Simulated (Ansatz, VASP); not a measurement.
## ZnAg: VASP beside Ansatz

```
Zn Ag
1.0
     3.15600    0.00000    0.00000
     0.00000    3.15600    0.00000
     0.00000    0.00000    3.15600
Zn Ag
1 1
Direct
  0.50000 0.50000 0.50000
  0.00000 0.00000 0.00000
```

Alike in both runs: task single point; functional PBEsol; k mesh 10 × 10 × 10; occupations fermi-dirac, width 0.05 eV; no spin polarisation.

|  | VASP | Ansatz |
| --- | --- | --- |
| version | VASP 6.6.1 | Ansatz 0.2.0 |
| potentials or method | VASP PAW PBE potentials, release 64 (Zn, Ag), cutoff 520 eV | all-electron LAPW, scalar-relativistic |

Ansatz gave:

```
pressure (GPa) : -3.8
```

**Question.** What did VASP give for the same quantities?

**Answer.** Pressure (GPa): -3.7.

VASP's potentials were made for PBE, not for PBEsol. Ansatz ran all-electron here, and VASP with PAW potentials.
